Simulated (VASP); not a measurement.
# MgCd3Te4 (P-4m2) in VASP: relaxation of cell and atoms with PBE

Aim: the relaxation of cell and atoms of MgCd3Te4 with PBE.

All numbers are computed with VASP 6.6.1; they aren't measurements. Logs are shortened: lines on timing, memory, paths and dates and some standing lists are left out, and cuts for length are marked.

### 1 The cell of the first run

Symmetry: P-4m2, No. 115, tetragonal system. The conventional cell has a = 4.673 Å, b = 4.673 Å, c = 13.064 Å, α = 90.00°, β = 90.00°, γ = 90.00°. Within 3.7 Å of Mg (site symmetry -4m2) lie 4 Te at 2.82 Å. Within 3.8 Å of Cd (site symmetry -4m2) lie 4 Te at 2.86 Å. Cd (site symmetry 2mm) has 4 Te at 2.86 to 2.87 Å within 3.8 Å. Te (site symmetry 2mm) has 2 Mg at 2.82 Å and 2 Cd at 2.87 Å within 3.7 Å. Te (site symmetry 2mm) has 4 Cd at 2.86 Å within 3.8 Å.

### 2 Relaxation of cell and atoms, PBE

File INCAR:

```
PREC     = Accurate       # precision mode
ENCUT    = 600            # plane-wave cutoff, eV
EDIFF    = 1E-6           # SCF threshold, eV
ISMEAR   = 0              # smearing method
SIGMA    = 0.02           # smearing width, eV
LREAL    = False          # projectors in reciprocal space
LASPH    = True           # aspherical terms in the spheres
NELM     = 80             # most SCF steps
ALGO     = Normal         # electronic algorithm
ISIF     = 3              # what is computed and relaxed
LWAVE    = False          # write WAVECAR
LCHARG   = False          # write CHGCAR
GGA      = PE             # functional
IBRION   = 2              # ionic algorithm
NSW      = 100            # ionic steps
EDIFFG   = -0.01          # ionic threshold
```

File KPOINTS:

```
Automatic mesh
0
Gamma
  6 6 2
```

File POSCAR:

```
MgCd3Te4
1.0
    4.6725676433      0.0000000000      0.0000000000
    0.0000000000      4.6725676433      0.0000000000
    0.0000000000      0.0000000000     13.0638070183
Mg Cd Te
1 3 4
Direct
    0.0000000000      0.0000000000      0.5000000000
    0.0000000000      0.0000000000      0.0000000000
    0.5000000000      0.5000000000      0.2524898272
    0.5000000000      0.5000000000      0.7475101728
    0.5000000000      0.0000000000      0.3794491789
    0.0000000000      0.5000000000      0.6205508211
    0.5000000000      0.0000000000      0.8737271735
    0.0000000000      0.5000000000      0.1262728265
```

Potentials or basis: VASP PAW PBE potentials, release 64 (Mg, Cd, Te).

On the command line:

```
> cat potpaw_PBE.64/Mg/POTCAR potpaw_PBE.64/Cd/POTCAR potpaw_PBE.64/Te/POTCAR > POTCAR
> mpirun -np 1 vasp_std > vasp.out
```

OUTCAR:

```text
PREC = Accurate
   ENCUT = 600
   EDIFF = 1E-6
   ISMEAR = 0
   LREAL = False
   LASPH = True
   NELM = 80
   ISIF = 3
   GGA = PE
   IBRION = 2
   NSW = 100
   EDIFFG = -0.01

 ion  position               nearest neighbor table
   1  0.000  0.000  0.500-   5 2.82   6 2.82   6 2.82   5 2.82
   2  0.000  0.000  0.000-   7 2.86   8 2.86   8 2.86   7 2.86
   3  0.500  0.500  0.252-   8 2.86   8 2.86   5 2.87   5 2.87
   4  0.500  0.500  0.748-   7 2.86   7 2.86   6 2.87   6 2.87
   5  0.500  0.000  0.379-   1 2.82   1 2.82   3 2.87   3 2.87
   6  0.000  0.500  0.621-   1 2.82   1 2.82   4 2.87   4 2.87
   7  0.500  0.000  0.874-   4 2.86   4 2.86   2 2.86   2 2.86
   8  0.000  0.500  0.126-   3 2.86   3 2.86   2 2.86   2 2.86

  LATTYP: Found a simple tetragonal cell.
 ALAT       =     4.6725676433
 C/A-ratio  =     2.7958518775

  Lattice vectors:

 A1 = (   4.6725676433,   0.0000000000,   0.0000000000)
 A2 = (   0.0000000000,   4.6725676433,   0.0000000000)
 A3 = (   0.0000000000,   0.0000000000,  13.0638070183)

Analysis of symmetry for initial positions (statically):
=====================================================================
 Subroutine PRICEL returns:
 Original cell was already a primitive cell.

 Routine SETGRP: Setting up the symmetry group for a
 simple tetragonal supercell.

 Subroutine GETGRP returns: Found  8 space group operations
 (whereof  8 operations were pure point group operations)
 out of a pool of 16 trial point group operations.

The static configuration has the point symmetry D_2d.

Analysis of symmetry for dynamics (positions and initial velocities):
=====================================================================
 Subroutine PRICEL returns:
 Original cell was already a primitive cell.

 Routine SETGRP: Setting up the symmetry group for a
 simple tetragonal supercell.

 Subroutine GETGRP returns: Found  8 space group operations
 (whereof  8 operations were pure point group operations)
 out of a pool of 16 trial point group operations.

The dynamic configuration has the point symmetry D_2d.

 Subroutine INISYM returns: Found  8 space group operations
 (whereof  8 operations are pure point group operations),
 and found     1 'primitive' translations

----------------------------------------------------------------------------------------

                                     Primitive cell

[... 85 lines left out ...]
   NGX,Y,Z   is equivalent  to a cutoff of  14.23, 14.23, 13.74 a.u.
   NGXF,Y,Z  is equivalent  to a cutoff of  28.46, 28.46, 27.49 a.u.
 SYSTEM =  unknown system
   PREC   = accura    normal or accurate (medium, high low for compatibility)
   ISTART =      0    job   : 0-new  1-cont  2-samecut
   ICHARG =      2    charge: 1-file 2-atom 10-const
   ISPIN  =      1    spin polarized calculation?
   LNONCOLLINEAR =      F non collinear calculations
   LSORBIT =      F    spin-orbit coupling
   LASPH  =      T    aspherical Exc in radial PAW
   ENCUT  =  600.0 eV  44.10 Ry    6.64 a.u.   9.33  9.33 26.09*2*pi/ulx,y,z
   NELM   =     80;   NELMIN=  2; NELMDL= -5     # of ELM steps
   EDIFF  = 0.1E-05   stopping-criterion for ELM
   LREAL  =      F    real-space projection
   EDIFFG = -.1E-01   stopping-criterion for IOM
   NSW    =    100    number of steps for IOM
   IBRION =      2    ionic relax: 0-MD 1-quasi-New 2-CG
   NFREE  =      1    steps in history (QN), initial steepest desc. (CG)
   ISIF   =      3    stress and relaxation
   ISYM   =      2    0-nonsym 1-usesym 2-fastsym
   POTIM  = 0.5000    time-step for ionic-motion
   TEBEG  =    0.0;   TEEND  =   0.0 temperature during run
   PSTRESS=    0.0 pullay stress
   NELECT =      62.0000    total number of electrons
   NUPDOWN=      -1.0000    fix difference up-down
   EMIN   =  10.00;   EMAX   =-10.00  energy-range for DOS
   EFERMI =   0.00;   METHOD = LEGACY
   ISMEAR =     0;   SIGMA  =   0.02  broadening in eV -4-tet -1-fermi 0-gaus
   EFERMI_NEDOS =   21; number of points for ismear=-14 and -15
   IALGO  =     38    algorithm
   IMIX   =      4    mixing-type and parameters
     AMIX     =   0.40;   BMIX     =  1.00
     AMIX_MAG =   1.60;   BMIX_MAG =  1.00
  volume/ion in A,a.u.               =      35.65       240.60
  Fermi-wavevector in a.u.,A,eV,Ry     =   0.984340  1.860133 13.183025  0.968925
  Thomas-Fermi vector in A             =   2.115565
   LORBIT       =      0    0 simple, 1 ext, 2 COOP (PROOUT), +10 PAW based schemes
   GGA     = PE    functional components
   LHFCALC =     F    Hartree Fock is set to
   AEXX    =    0.0000 exact exchange contribution
   IVDW    =     0    specifies the selected vdW correction
   LEPSILON=     F    determine dielectric tensor
   LRPA    =     F    only Hartree local field effects (RPA)
 conjugate gradient relaxation of ions
 non-spin polarized calculation
 Gauss-broadening in eV      SIGMA  =   0.02
  energy-cutoff  :      600.00
  volume of cell :      285.22
 maximum number of plane-waves:      9601
 NGX is ok and might be reduce to    40
   NGX = 19   NGY = 19   NGZ = 53

--------------------------------------- Ionic step        1  -------------------------------------------

 number of electron      62.0000011 magnetization

 Free energy of the ion-electron system (eV)
  ---------------------------------------------------
  ext. energy  EPLUGINS =         0.00000000
  ---------------------------------------------------
  free energy    TOTEN  =       -20.82133032 eV

  energy without entropy =      -20.82133032  energy(sigma->0) =      -20.82133032

------------------------ aborting loop because EDIFF is reached ----------------------------------------

  FORCE on cell =-STRESS in cart. coord.  units (eV):
  Direction    XX          YY          ZZ          XY          YZ          ZX
  --------------------------------------------------------------------------------------
  -------------------------------------------------------------------------------------
  Total        0.2478953      0.2478953      0.4551455      0.0000000      0.0000000      0.0000000
  in kB        1.3925089      1.3925089      2.5567005      0.0000000      0.0000000      0.0000000
  external PRESSURE =       1.7805728 kB  Pullay stress =       0.0000000 kB
[... 239 lines left out ...]
--------------------------------------- Ionic step        7  -------------------------------------------

 number of electron      62.0000009 magnetization

 Free energy of the ion-electron system (eV)
  ---------------------------------------------------
  ext. energy  EPLUGINS =         0.00000000
  ---------------------------------------------------
  free energy    TOTEN  =       -20.82261196 eV

  energy without entropy =      -20.82261196  energy(sigma->0) =      -20.82261196

 E-fermi :   1.9207     XC(G=0):  -8.1748

 val. band max:        1.7890906580   @ k =   0.0000   0.0000   0.0000
 cond. band min:       2.7428399750   @ k =   0.0000   0.0000   0.0000
 fundamental gap:      0.9537493170
 Fermi energy:         1.9206912260

 k-point     1 :       0.0000    0.0000    0.0000
  band No.  band energies     occupation
      1      -8.8914      2.00000
      2      -8.6438      2.00000
      3      -8.6363      2.00000
      4      -8.3148      2.00000
      5      -6.1738      2.00000
      6      -6.1738      2.00000
[... 824 lines left out ...]
  FREE ENERGIE OF THE ION-ELECTRON SYSTEM (eV)
  ---------------------------------------------------
  free  energy   TOTEN  =       -20.8226119614 eV

  energy  without entropy=      -20.8226119614  energy(sigma->0) =      -20.82261196

 reached required accuracy - stopping structural energy minimisation
```

OSZICAR:

```text
N       E                     dE             d eps       ncg     rms          rms(c)
DAV:   1     0.407131252593E+03    0.40713E+03   -0.28523E+04  1480   0.159E+03
DAV:   2     0.611967407432E+01   -0.40101E+03   -0.39041E+03  1678   0.327E+02
[... 47 lines left out ...]
   6 F= -.20822382E+02 E0= -.20822382E+02  d E =-.128023E-03
       N       E                     dE             d eps       ncg     rms          rms(c)
DAV:   1    -0.208240249655E+02   -0.16422E-02   -0.12799E-01  1495   0.195E+00    0.228E-01
DAV:   2    -0.208230860240E+02    0.93894E-03   -0.10977E-03  1632   0.267E-01    0.132E-01
DAV:   3    -0.208226187527E+02    0.46727E-03   -0.45301E-04  1640   0.155E-01    0.377E-02
DAV:   4    -0.208226115399E+02    0.72128E-05   -0.76053E-05  1595   0.602E-02    0.231E-02
DAV:   5    -0.208226119614E+02   -0.42148E-06   -0.27279E-06  1297   0.856E-03
   7 F= -.20822612E+02 E0= -.20822612E+02  d E =-.357719E-03
```

Run time: 9.3 min. Hardware: 1 thread of Intel Xeon 6975P-C (Granite Rapids), shared host; peak memory 0.61 GiB.

Results:

- Free energy: -20.8226 eV
- Relaxed volume: 35.82 Å³/atom
- Relaxed cell: a = 4.671 Å, b = 4.671 Å, c = 13.133 Å, α = 90.00°, β = 90.00°, γ = 90.00°
- Space group after relaxing (to 0.1 Å): P-4m2 (No. 115)
- Energy gained by relaxing: 0.2 meV/atom
- Ionic steps: 7
- Pressure after relaxing: 0.0 GPa
- Largest force after relaxing: 0.004 eV/Å
- Band gap on the k mesh: 0.95 eV

Forces on the atoms (eV/Å):
```
Mg   0.000  0.000  0.000
Cd   0.000  0.000  0.000
Cd   0.000  0.000  0.001
Cd   0.000  0.000 -0.001
Te   0.000  0.000  0.000
Te   0.000  0.000  0.000
Te   0.000  0.000 -0.004
Te   0.000  0.000  0.004
```

The path:
```csv
step,energy change (eV),largest force (eV/Å),pressure (GPa),volume (Å³)
1,0.0000,0.0094,0.18,285.22
2,-0.0009,0.0063,-0.02,286.86
3,-0.0009,0.0063,-0.03,286.80
4,-0.0009,0.0064,-0.02,286.72
5,-0.0009,0.0065,-0.01,286.66
6,-0.0011,0.0050,0.00,286.64
7,-0.0013,0.0045,0.01,286.57
```

Final structure:
```
Mg Cd Te
1.0
     4.67132    0.00000    0.00000
     0.00000    4.67132    0.00000
     0.00000    0.00000   13.13264
Mg Cd Te
1 3 4
Direct
  0.00000 0.00000 0.50000
  0.00000 0.00000 0.00000
  0.50000 0.50000 0.25261
  0.50000 0.50000 0.74739
  0.50000 0.00000 0.37955
  0.00000 0.50000 0.62045
  0.50000 0.00000 0.87376
  0.00000 0.50000 0.12624
```

Levels at points of the mesh, in eV from the valence-band top:
```
           k point  band 29  band 30  band 31  band 32  band 33  band 34
(0.00, 0.00, 0.00)    -0.02     0.00     0.00     0.95     2.73     2.80
(0.50, 0.00, 0.00)    -0.58    -0.57    -0.57     1.85     2.20     3.16
(0.50, 0.50, 0.00)    -1.54    -1.54    -1.52     2.57     2.76     2.76
(0.00, 0.00, 0.50)    -0.42    -0.20    -0.20     1.91     2.23     2.77
(0.50, 0.00, 0.50)    -0.63    -0.57    -0.57     2.48     2.51     2.56
(0.50, 0.50, 0.50)    -1.70    -1.67    -1.67     3.10     3.32     3.32
```

Caveat: spin-orbit coupling is left out, which moves the levels of the heavy elements.
